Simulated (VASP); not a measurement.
A run of VASP 6.6.1:

Contents of INCAR:

```
SYSTEM = Cs
ALGO = Normal
EDIFF = 1E-7
ENCUT = 520
GGA = PS
ISIF = 2
ISMEAR = 1
LASPH = .True.
LCHARG = .False.
LREAL = .False.
LWAVE = .False.
NBANDS = 10
NELM = 60
PREC = Accurate
SIGMA = 0.1
```

KPOINTS

```
k-points
0
Gamma
  7 7 7
  0 0 0
```

Contents of POSCAR:

```
Cs
1.0
   -2.7500750000      2.7500750000      4.0972390000
    2.7500750000     -2.7500750000      4.0972390000
    2.7500750000      2.7500750000     -4.0972390000
Cs
1
Direct
    0.0000000000      0.0000000000      0.0000000000
```

Potentials or basis: VASP PAW PBE potentials, release 64 (Cs_sv).

Command:

```sh
$ cat potpaw_PBE.64/Cs_sv/POTCAR > POTCAR
$ mpirun -np 1 vasp_std > vasp.out
```

Hardware: 1 thread of Intel(R) Xeon(R) Platinum 8375C CPU @ 2.90GHz (Ice Lake), with other jobs on the host.

Task: Estimate the wall time of this run.

Result: Run time: 25 s on 1 thread of Intel(R) Xeon(R) Platinum 8375C CPU @ 2.90GHz (Ice Lake), on a shared host, peak memory 0.26 GiB. Counts: scf iterations 11, k points 40.
